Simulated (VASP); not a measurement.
# CuSe (P6_3/mmc) in VASP: single point with LDA

Aim: the single point of CuSe with LDA.

The COD entry that gives the cell may itself be a prediction, so a difference from it is no test against experiment.

Everything below comes from runs of VASP 6.6.1. Logs are shortened: lines on timing, memory, paths and dates and some standing lists are left out, and cuts for length are marked.

## (1) The cell of the first run

The structure is hexagonal, space group P6_3/mmc (No. 194). Conventional cell: a = 3.952 Å, b = 3.952 Å, c = 17.244 Å, α = 90.00°, β = 90.00°, γ = 120.00°. Cu (site symmetry 3m) has 4 Se at 2.38 to 2.45 Å within 3.1 Å. Cu (site symmetry -6m2) has 3 Se at 2.28 Å within 3.0 Å. Se (site symmetry 3m) has 1 Se at 2.37 Å and 3 Cu at 2.38 Å within 3.1 Å. Se (site symmetry -6m2) has 5 Cu at 2.28 to 2.45 Å within 3.0 Å.

## (2) Single point, LDA

INCAR reads:

```
SYSTEM = CuSe
ALGO = Normal ; EDIFF = 1E-7
ENCUT = 520 ; ISIF = 2
ISMEAR = -1 ; LASPH = .TRUE.
LCHARG = .FALSE. ; LREAL = .FALSE.
LWAVE = .FALSE. ; NBANDS = 63
NELM = 100 ; PREC = Accurate
SIGMA = 0.1
```

KPOINTS reads:

```
k-points
0
G
  6 6 2
  0 0 0
```

POSCAR reads:

```
CuSe
1.0
    3.9520000000      0.0000000000      0.0000000000
   -1.9760000000      3.4225300000      0.0000000000
    0.0000000000      0.0000000000     17.2440000000
Cu Se
6 6
Direct
    0.3333333333      0.6666666667      0.1078000000
    0.6666666667      0.3333333333      0.6078000000
    0.3333333333      0.6666666667      0.3922000000
    0.6666666667      0.3333333333      0.8922000000
    0.3333333333      0.6666666667      0.7500000000
    0.6666666667      0.3333333333      0.2500000000
    0.0000000000      0.0000000000      0.0688000000
    0.0000000000      0.0000000000      0.5688000000
    0.0000000000      0.0000000000      0.4312000000
    0.0000000000      0.0000000000      0.9312000000
    0.3333333333      0.6666666667      0.2500000000
    0.6666666667      0.3333333333      0.7500000000
```

Potentials or basis: VASP PAW LDA potentials, release 64 (Cu, Se).

Launch:

```console
$ cat potpaw_LDA.64/Cu/POTCAR potpaw_LDA.64/Se/POTCAR > POTCAR
$ mpirun -np 1 vasp_std > vasp.out
```

OUTCAR:

```text
SYSTEM = CuSe
   EDIFF = 1E-7
   ENCUT = 520
   ISIF = 2
   ISMEAR = -1
   LASPH = .TRUE.
   LREAL = .FALSE.
   NELM = 100
   PREC = Accurate

 ion  position               nearest neighbor table
   1  0.333  0.667  0.108-   7 2.38   7 2.38   7 2.38  11 2.45
   2  0.667  0.333  0.608-   8 2.38   8 2.38   8 2.38  12 2.45
   3  0.333  0.667  0.392-   9 2.38   9 2.38   9 2.38  11 2.45
   4  0.667  0.333  0.892-  10 2.38  10 2.38  10 2.38  12 2.45
   5  0.333  0.667  0.750-  12 2.28  12 2.28  12 2.28
   6  0.667  0.333  0.250-  11 2.28  11 2.28  11 2.28
   7  0.000  0.000  0.069-  10 2.37   1 2.38   1 2.38   1 2.38
   8  0.000  0.000  0.569-   9 2.37   2 2.38   2 2.38   2 2.38
   9  0.000  0.000  0.431-   8 2.37   3 2.38   3 2.38   3 2.38
  10  0.000  0.000  0.931-   7 2.37   4 2.38   4 2.38   4 2.38
  11  0.333  0.667  0.250-   6 2.28   6 2.28   6 2.28   1 2.45   3 2.45
  12  0.667  0.333  0.750-   5 2.28   5 2.28   5 2.28   2 2.45   4 2.45

  LATTYP: Found a hexagonal cell.
 ALAT       =     3.9520000000
 C/A-ratio  =     4.3633603239

  Lattice vectors:

 A1 = (   3.9520000000,   0.0000000000,   0.0000000000)
 A2 = (  -1.9760000000,   3.4225300000,   0.0000000000)
 A3 = (   0.0000000000,   0.0000000000,  17.2440000000)

Analysis of symmetry for initial positions (statically):
=====================================================================
 Subroutine PRICEL returns:
 Original cell was already a primitive cell.

 Routine SETGRP: Setting up the symmetry group for a
 hexagonal supercell.

 Subroutine GETGRP returns: Found 24 space group operations
 (whereof 12 operations were pure point group operations)
 out of a pool of 24 trial point group operations.

The static configuration has the point symmetry D_3d.
 The point group associated with its full space group is D_6h.

Analysis of symmetry for dynamics (positions and initial velocities):
=====================================================================
 Subroutine PRICEL returns:
 Original cell was already a primitive cell.

 Routine SETGRP: Setting up the symmetry group for a
 hexagonal supercell.

 Subroutine GETGRP returns: Found 24 space group operations
 (whereof 12 operations were pure point group operations)
 out of a pool of 24 trial point group operations.

The dynamic configuration has the point symmetry D_3d.
 The point group associated with its full space group is D_6h.

 Subroutine INISYM returns: Found 24 space group operations
 (whereof 12 operations are pure point group operations),
 and found     1 'primitive' translations

----------------------------------------------------------------------------------------

                                     Primitive cell

  volume of cell :     233.2396

  direct lattice vectors                    reciprocal lattice vectors
     3.952000000  0.000000000  0.000000000     0.253036437  0.146090757  0.000000000
    -1.976000000  3.422530000  0.000000000     0.000000000  0.292181515  0.000000000
     0.000000000  0.000000000 17.244000000     0.000000000  0.000000000  0.057991185

  length of vectors
     3.952000000  3.951997925 17.244000000     0.292181361  0.292181515  0.057991185

  position of ions in fractional coordinates (direct lattice)
     0.333333333  0.666666667  0.107800000
     0.666666667  0.333333333  0.607800000
     0.333333333  0.666666667  0.392200000
     0.666666667  0.333333333  0.892200000
     0.333333333  0.666666667  0.750000000
     0.666666667  0.333333333  0.250000000
     0.000000000  0.000000000  0.068800000
     0.000000000  0.000000000  0.568800000
     0.000000000  0.000000000  0.431200000
     0.000000000  0.000000000  0.931200000
     0.333333333  0.666666667  0.250000000
     0.666666667  0.333333333  0.750000000

  ion indices of the primitive-cell ions
   primitive index   ion index
                 1           1
                 2           2
                 3           3
                 4           4
                 5           5
                 6           6
                 7           7
                 8           8
                 9           9
                10          10
                11          11
                12          12

----------------------------------------------------------------------------------------

 KPOINTS: k-points

Automatic generation of k-mesh.
 Grid dimensions read from file:
 generate k-points for:    6    6    2

 Generating k-lattice:

  Cartesian coordinates                     Fractional coordinates (reciprocal lattice)
     0.042172740  0.024348460  0.000000000     0.166666667  0.000000000  0.000000000
     0.000000000  0.048696919  0.000000000     0.000000000  0.166666667  0.000000000
     0.000000000  0.000000000  0.028995593     0.000000000  0.000000000  0.500000000

  Length of vectors
     0.048696894  0.048696919  0.028995593

  Shift w.r.t. Gamma in fractional coordinates (k-lattice)
     0.000000000  0.000000000  0.000000000

 Subroutine IBZKPT returns following result:
 ===========================================

 Found     14 irreducible k-points:

 Following reciprocal coordinates:
            Coordinates               Weight
  0.000000  0.000000  0.000000      1.000000
  0.166667 -0.000000  0.000000      6.000000
  0.333333 -0.000000  0.000000      6.000000
  0.500000 -0.000000  0.000000      3.000000
  0.166667  0.166667  0.000000      6.000000
  0.333333  0.166667  0.000000     12.000000
  0.333333  0.333333  0.000000      2.000000
  0.000000  0.000000  0.500000      1.000000
  0.166667 -0.000000  0.500000      6.000000
  0.333333 -0.000000  0.500000      6.000000
  0.500000 -0.000000  0.500000      3.000000
  0.166667  0.166667  0.500000      6.000000
  0.333333  0.166667  0.500000     12.000000
  0.333333  0.333333  0.500000      2.000000
   k-points           NKPTS =     14   k-points in BZ     NKDIM =     14   number of bands    NBANDS=     63
   number of dos      NEDOS =    301   number of ions     NIONS =     12
   total plane-waves  NPLWV = 115200
   dimension x,y,z NGX =    30 NGY =   30 NGZ =  128
   dimension x,y,z NGXF=    60 NGYF=   60 NGZF=  256
   ions per type =               6   6
   NGX,Y,Z   is equivalent  to a cutoff of  12.62, 12.62, 12.34 a.u.
   NGXF,Y,Z  is equivalent  to a cutoff of  25.24, 25.24, 24.68 a.u.
 SYSTEM =  CuSe
   PREC   = accura    normal or accurate (medium, high low for compatibility)
   ISTART =      0    job   : 0-new  1-cont  2-samecut
   ICHARG =      2    charge: 1-file 2-atom 10-const
   ISPIN  =      1    spin polarized calculation?
   LNONCOLLINEAR =      F non collinear calculations
   LSORBIT =      F    spin-orbit coupling
   LASPH  =      T    aspherical Exc in radial PAW
   ENCUT  =  520.0 eV  38.22 Ry    6.18 a.u.   7.35  7.35 32.06*2*pi/ulx,y,z
   NELM   =    100;   NELMIN=  2; NELMDL= -5     # of ELM steps
   EDIFF  = 0.1E-06   stopping-criterion for ELM
   LREAL  =      F    real-space projection
   EDIFFG = 0.1E-05   stopping-criterion for IOM
   NSW    =      0    number of steps for IOM
   IBRION =     -1    ionic relax: 0-MD 1-quasi-New 2-CG
   NFREE  =      0    steps in history (QN), initial steepest desc. (CG)
   ISIF   =      2    stress and relaxation
   ISYM   =      2    0-nonsym 1-usesym 2-fastsym
   POTIM  = 0.5000    time-step for ionic-motion
   TEBEG  =    0.0;   TEEND  =   0.0 temperature during run
   PSTRESS=    0.0 pullay stress
   NELECT =     102.0000    total number of electrons
   NUPDOWN=      -1.0000    fix difference up-down
   EMIN   =  10.00;   EMAX   =-10.00  energy-range for DOS
   EFERMI =   0.00;   METHOD = LEGACY
   ISMEAR =    -1;   SIGMA  =   0.10  broadening in eV -4-tet -1-fermi 0-gaus
   EFERMI_NEDOS =   21; number of points for ismear=-14 and -15
   IALGO  =     38    algorithm
   IMIX   =      4    mixing-type and parameters
     AMIX     =   0.40;   BMIX     =  1.00
     AMIX_MAG =   1.60;   BMIX_MAG =  1.00
  volume/ion in A,a.u.               =      19.44       131.16
  Fermi-wavevector in a.u.,A,eV,Ry     =   1.242627  2.348225 21.009056  1.544122
  Thomas-Fermi vector in A             =   2.376973
   LORBIT       =      0    0 simple, 1 ext, 2 COOP (PROOUT), +10 PAW based schemes
   GGA     = CA    functional components
   LHFCALC =     F    Hartree Fock is set to
   AEXX    =    0.0000 exact exchange contribution
   IVDW    =     0    specifies the selected vdW correction
   LEPSILON=     F    determine dielectric tensor
   LRPA    =     F    only Hartree local field effects (RPA)
 non-spin polarized calculation
  energy-cutoff  :      520.00
  volume of cell :      233.24
 maximum number of plane-waves:      6335
 NGX is ok and might be reduce to    30
   NGX = 15   NGY = 15   NGZ = 65

 number of electron     102.0000001 magnetization

 Free energy of the ion-electron system (eV)
  ---------------------------------------------------
  ext. energy  EPLUGINS =         0.00000000
  ---------------------------------------------------
  free energy    TOTEN  =       -54.38905677 eV

  energy without entropy =      -54.23857595  energy(sigma->0) =      -54.31381636

 E-fermi :   4.1682     XC(G=0): -10.3919

 val. band max:        4.1235896030   @ k =   0.1667  -0.0000   0.5000
 cond. band min:       4.1682307428   @ k =   0.1667  -0.0000   0.5000
 fundamental gap:      0.0446411398
 Fermi energy:         4.1682065037

 k-point     1 :       0.0000    0.0000    0.0000
  band No.  band energies     occupation
      1     -10.9375      2.00000
      2     -10.8954      2.00000
      3      -9.8337      2.00000
      4      -9.6775      2.00000
      5      -8.5720      2.00000
      6      -8.4099      2.00000
[... 55 lines left out ...]
     62      10.1876      0.00000
     63      10.1879      0.00000

 k-point     2 :       0.1667   -0.0000    0.0000
  band No.  band energies     occupation
      1     -10.8178      2.00000
      2     -10.7837      2.00000
      3      -9.6817      2.00000
      4      -9.5525      2.00000
      5      -8.4387      2.00000
      6      -8.3043      2.00000
[... 847 lines left out ...]
     62      10.9294      0.00000
     63      10.9381      0.00000

------------------------ aborting loop because EDIFF is reached ----------------------------------------

  FORCE on cell =-STRESS in cart. coord.  units (eV):
  Direction    XX          YY          ZZ          XY          YZ          ZX
  --------------------------------------------------------------------------------------
  -------------------------------------------------------------------------------------
  Total       -3.5944395     -3.5944345     -2.5409132      0.0000000      0.0000000     -0.0000000
  in kB      -24.6910492    -24.6910147    -17.4541293      0.0000000      0.0000000     -0.0000000
  external PRESSURE =     -22.2787311 kB  Pullay stress =       0.0000000 kB

 VOLUME and BASIS-vectors are now :
 -----------------------------------------------------------------------------
  energy-cutoff  :      520.00
  volume of cell :      233.24
      direct lattice vectors                 reciprocal lattice vectors
     3.952000000  0.000000000  0.000000000     0.253036437  0.146090757  0.000000000
    -1.976000000  3.422530000  0.000000000     0.000000000  0.292181515  0.000000000
     0.000000000  0.000000000 17.244000000     0.000000000  0.000000000  0.057991185

 POSITION                                       TOTAL-FORCE (eV/Angst)
 -----------------------------------------------------------------------------------
     -0.00000      2.28169      1.85890        -0.000000     -0.000000      0.056236
      1.97600      1.14084     10.48090         0.000000      0.000000      0.056236
     -0.00000      2.28169      6.76310        -0.000000     -0.000000     -0.056236
      1.97600      1.14084     15.38510         0.000000      0.000000     -0.056236
     -0.00000      2.28169     12.93300         0.000000      0.000000     -0.000000
      1.97600      1.14084      4.31100        -0.000000     -0.000000     -0.000000
      0.00000      0.00000      1.18639        -0.000000     -0.000000      0.370082
      0.00000      0.00000      9.80839        -0.000000      0.000000      0.370082
      0.00000      0.00000      7.43561         0.000000     -0.000000     -0.370082
      0.00000      0.00000     16.05761        -0.000000     -0.000000     -0.370082
     -0.00000      2.28169      4.31100         0.000000     -0.000000     -0.000000
      1.97600      1.14084     12.93300         0.000000      0.000000     -0.000000
 -----------------------------------------------------------------------------------
    total drift:                               -0.000000      0.000000      0.000000

  FREE ENERGIE OF THE ION-ELECTRON SYSTEM (eV)
  ---------------------------------------------------
  free  energy   TOTEN  =       -54.3890567722 eV

  energy  without entropy=      -54.2385759510  energy(sigma->0) =      -54.31381636
```

Run time: 5.5 min. Hardware: 1 thread of Intel Xeon Platinum 8375C at 2.90GHz (Ice Lake), shared host; peak memory 0.35 GiB.

What came out:

```yaml
Free_energy: -54.3891 eV
Pressure: -2.2 GPa
Largest_force: 0.370 eV/Å
Band_gap_on_the_k_mesh: zero (band 51 reaches 5.19 eV, above the bottom of band 52 at 3.56 eV)
```

Forces on the atoms (eV/Å):
```
Cu   0.000  0.000  0.056
Cu   0.000  0.000  0.056
Cu   0.000  0.000 -0.056
Cu   0.000  0.000 -0.056
Cu   0.000  0.000  0.000
Cu   0.000  0.000  0.000
Se   0.000  0.000  0.370
Se   0.000  0.000  0.370
Se   0.000  0.000 -0.370
Se   0.000  0.000 -0.370
Se   0.000  0.000  0.000
Se   0.000  0.000  0.000
```

With open d or f shells a metallic result of LDA can be an artefact of self-interaction; +U or a hybrid may open a gap.
